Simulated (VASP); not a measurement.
Write the native input for VASP 6.6.1 that does the following.

```
Task                   : single point
Functional             : PBEsol
Potentials or basis    : VASP PAW PBE potentials, release 64 (Zn)
Cutoff                 : 520 eV
k mesh                 : 24 × 24 × 10
Occupations            : gaussian, width 0.15 eV
Spin                   : no spin polarisation
Dipole correction      : no
Further INCAR settings : ALGO = Fast; EDIFF = 1e-07; NBANDS = 19
```

The structure of Zn lies in POSCAR:

```
Zn
1.0
    2.6647980532      0.0000000000      0.0000000000
   -1.3323990266      2.3077828100      0.0115389141
    0.0000000000      0.0247335000      4.9467000000
Zn
2
Direct
    0.3333333333      0.6666666667      0.2500000000
    0.6666666667      0.3333333333      0.7500000000
```

This cell differs from its parent crystal: strain +0.0100 x Voigt [0, 0, 0, 1, 0, 0].

These files were run (other wordings do the same):

INCAR

```
SYSTEM = Zn
  PREC = Accurate
  ENCUT = 520
  EDIFF = 1E-7
  ISMEAR = 0
  SIGMA = 0.15
  LREAL = .False.
  LASPH = .True.
  NELM = 60
  ALGO = Fast
  ISIF = 2
  LWAVE = .False.
  LCHARG = .False.
  GGA = PS
  NBANDS = 19
```

KPOINTS

```
regular mesh
0
Gamma
  24 24 10
  0 0 0
```

Potentials or basis: VASP PAW PBE potentials, release 64 (Zn).

Run with:

```sh
$ cat potpaw_PBE.64/Zn/POTCAR > POTCAR
$ mpirun -np 1 vasp_std > vasp.out
```

It gave:

The pressure is -5.0 GPa and the band gap on the k mesh is zero (bands 12 and 13 overlap by 4.46 eV).

Caveat: the cell differs from its parent crystal (strain +0.0100 x Voigt [0, 0, 0, 1, 0, 0]); the cell stands under tension; the PAW data sets were made with another functional, which shifts forces and pressure a little.

It took 8.9 min on 1 thread of Oxide Virtual Turin-like Processor (shared host), peak memory 0.71 GiB.
